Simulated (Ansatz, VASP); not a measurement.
SiC in VASP and in Ansatz

The input INCAR:

```
PREC = Accurate
ENCUT = 520
EDIFF = 1E-6
ISMEAR = 0
SIGMA = 0.05
LREAL = False
LASPH = True
NELM = 80
ALGO = Normal
ISIF = 2
LWAVE = False
LCHARG = True
GGA = PS
LELF = True
LVHAR = True
NBANDS = 11
```

The input KPOINTS:

```
regular mesh
0
Gamma
  12 12 12
```

Contents of POSCAR:

```
SiC
1.0
    0.0000000000      2.2146453318      2.2146453318
    2.2146453318      0.0000000000      2.2146453318
    2.1854120135      2.1854120135      0.0292333184
Si C
1 1
Direct
    0.0000000000      0.0000000000      0.0000000000
    0.7500000000      0.7500000000      0.7500000000
```

Input for Ansatz:

```yaml
crystal:
  lattice:
    - [0.0, 2.2146453318, 2.2146453318]
    - [2.2146453318, 0.0, 2.2146453318]
    - [2.1854120135, 2.1854120135, 0.0292333184]
  atoms:
    - { symbol: Si, position: [0.0, 0.0, 0.0] }
    - { symbol: C, position: [0.75, 0.75, 0.75] }
basis:
  ecutwfc: 520.0
kpoints:
  mp_grid: { grid: [12, 12, 12] }
hamiltonian:
  xc: pbesol
  pseudopotentials: { kind: paw, azcp: { folder: soft_1 } }
scf:
  occupations: { method: gaussian, width: 0.05 }
output:
  forces: true
  stress: true
  eigenvalues: true
```

Alike in both runs: task single point; functional PBEsol; k mesh 12 × 12 × 12; occupations gaussian, width 0.05 eV; no spin polarisation.

```csv
,VASP,Ansatz
version,VASP 6.6.1,Ansatz 0.2.0
potentials or method,"VASP PAW PBE potentials, release 64 (Si, C), cutoff 520 eV","scalar-relativistic, plane waves, PAW"
valence electrons in the cell,8,8
```

VASP gave:

```
gap on the k mesh at the Fermi level (eV)                     : 1.18
least direct gap on the mesh (eV)                             : 4.30
pressure (GPa)                                                : -5.7
traceless stress, the component that is largest in VASP (GPa) : 3.43
rms of the force components (eV/Å)                            : 0.106
```

Task: Which values does Ansatz return?

Result: gap on the k mesh at the Fermi level (eV): 1.20; least direct gap on the mesh (eV): 4.32; pressure (GPa): -6.1; traceless stress, the component that is largest in VASP (GPa): 3.40; rms of the force components (eV/Å): 0.104.

VASP's potentials were made for PBE, not for PBEsol, and Ansatz warns of the same on its side. Atom by atom the forces differ by 0.002 eV/Å (rms over components).
